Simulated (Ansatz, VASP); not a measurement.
# NaF: VASP beside Ansatz

INCAR

```
SYSTEM = NaF
PREC = Accurate
ENCUT = 520
EDIFF = 1E-7
ISMEAR = 0
SIGMA = 0.05
LREAL = .False.
LASPH = .True.
NELM = 60
ALGO = Normal
ISIF = 2
LWAVE = .False.
LCHARG = .False.
GGA = PS
NBANDS = 14
```

The input KPOINTS:

```
Automatic mesh
0
Gamma
  8 8 8
  0 0 0
```

POSCAR

```
NaF
1.0
    0.0000000000      2.3233000000      2.3233000000
    2.3233000000      0.0000000000      2.3233000000
    2.3233000000      2.3233000000      0.0000000000
Na F
1 1
Direct
    0.0000000000      0.0000000000      0.0000000000
    0.5000000000      0.5000000000      0.5000000000
```

Input for Ansatz:

```yaml
crystal:
  lattice:
    - [0.0, 2.3233, 2.3233]
    - [2.3233, 0.0, 2.3233]
    - [2.3233, 2.3233, 0.0]
  atoms:
    - { symbol: Na, position: [0.0, 0.0, 0.0] }
    - { symbol: F, position: [0.5, 0.5, 0.5] }
basis:
  ecutwfc: 420
kpoints:
  mp_grid: { grid: [8, 8, 8] }
hamiltonian:
  xc: pbesol
scf:
  occupations: { method: gaussian, width: 0.05 }
output:
  forces: true
  stress: true
  eigenvalues: true
```

Alike in both runs: task single point; functional PBEsol; k mesh 8 × 8 × 8; occupations gaussian, width 0.05 eV; no spin polarisation.

|  | VASP | Ansatz |
| --- | --- | --- |
| version | VASP 6.6.1 | Ansatz 0.2.0 |
| potentials or method | VASP PAW PBE potentials, release 64 (Na_pv, F), cutoff 520 eV | scalar-relativistic, plane waves, PAW |
| valence electrons in the cell | 14 | 16 |

```csv
,VASP,Ansatz,Ansatz less VASP
gap on the k mesh at the Fermi level (eV),6.12,6.14,+0.020
least direct gap on the mesh (eV),6.12,6.14,+0.020
pressure (GPa),-0.5,-0.5,+0.01
```

VASP's potentials were made for PBE, not for PBEsol. The functional is the same, so the differences come from potentials, cutoffs and numerics. VASP's potentials hold 14 valence electrons a cell and Ansatz's 16, so a difference there can come from the potentials and not from the codes.
